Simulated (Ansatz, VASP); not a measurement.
# CoSn in VASP and in Ansatz

```
CELL_PARAMETERS angstrom
5.08472 0.00000 0.00000
-2.54236 4.40350 0.00000
0.00000 0.00000 4.06108
ATOMIC_POSITIONS crystal
Co 0.00000 0.50000 0.00000
Co 0.50000 0.50000 0.00000
Co 0.50000 0.00000 0.00000
Sn 0.66667 0.33333 0.50000
Sn 0.33333 0.66667 0.50000
Sn 0.00000 0.00000 0.00000
```

Change from the starting cell: equal strain along all axes, cell held, atoms relaxed: -4.0 %.

Alike in both runs: task single point; functional PBE; k mesh 12 × 12 × 8; occupations gaussian, width 0.1 eV; no spin polarisation.

|  | VASP | Ansatz |
| --- | --- | --- |
| version | VASP 6.6.1 | Ansatz 0.2.0 |
| potentials or method | VASP PAW PBE potentials, release 64 (Co, Sn_d), cutoff 520 eV | scalar-relativistic, plane waves, PAW |
| valence electrons in the cell | 69 | 93 |

|  | VASP | Ansatz | Ansatz less VASP |
| --- | --- | --- | --- |
| gap on the k mesh at the Fermi level (eV) | none | none | - |
| pressure (GPa) | 20.9 | 21.0 | +0.12 |
| traceless stress, the component that is largest in VASP (GPa) | -0.06 | -0.01 | +0.048 |

A gap of «none» marks a metal or a gap that the smearing closes. VASP's potentials hold 69 valence electrons a cell and Ansatz's 93, so a difference there can come from the potentials and not from the codes.
